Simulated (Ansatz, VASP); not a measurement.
**Two plane-wave programs on SiO2**

```xyz
24
Lattice="7.0503 0.0000 0.0000 0.0000 7.0503 0.0000 0.0000 0.0000 7.0503" Properties=species:S:1:pos:R:3 pbc="T T T"
Si    2.0006    2.0006    2.0006
Si    1.5246    5.0497    5.5257
Si    5.5257    1.5246    5.0497
Si    5.0497    5.5257    1.5246
Si    7.2059    7.2059    7.2059
Si    3.3696   -0.1556    3.6807
Si    3.6807    3.3696   -0.1556
Si   -0.1556    3.6807    3.3696
O     1.0770    1.0770    1.0770
O     2.4482    5.9733    4.6021
O     4.6021    2.4482    5.9733
O     5.9733    4.6021    2.4482
O     4.5060    4.6843    0.2673
O     6.0695    2.3660    3.7925
O     0.9808    5.8911    6.7830
O     2.5443    1.1592    3.2578
O     0.2673    4.5060    4.6843
O     3.7925    6.0695    2.3660
O     6.7830    0.9808    5.8911
O     3.2578    2.5443    1.1592
O     4.6843    0.2673    4.5060
O     2.3660    3.7925    6.0695
O     5.8911    6.7830    0.9808
O     1.1592    3.2578    2.5443
```

Alike in both runs: functional LDA; k mesh 4 × 4 × 4; occupations gaussian, width 0.02 eV; no spin polarisation.

Ansatz relaxed the structure, and its values are those at the end. VASP's run is a single point on that final structure, the one shown.

|  | VASP | Ansatz |
| --- | --- | --- |
| version | VASP 6.6.1 | Ansatz 0.2.0 |
| potentials or method | VASP PAW LDA potentials, release 64 (Si, O), cutoff 520 eV | scalar-relativistic, plane waves, PAW |
| valence electrons in the cell | 128 | 128 |

|  | VASP | Ansatz | Ansatz less VASP |
| --- | --- | --- | --- |
| gap on the k mesh at the Fermi level (eV) | 5.64 | 5.64 | +0.003 |
| least direct gap on the mesh (eV) | 5.64 | 5.65 | +0.003 |
| pressure (GPa) | 0.5 | 0.0 | -0.55 |
| rms of the force components (eV/Å) | 0.015 | 0.002 | -0.0134 |

LDA's correlation is that of Perdew and Zunger in VASP and of Perdew and Wang (1992) in Ansatz.
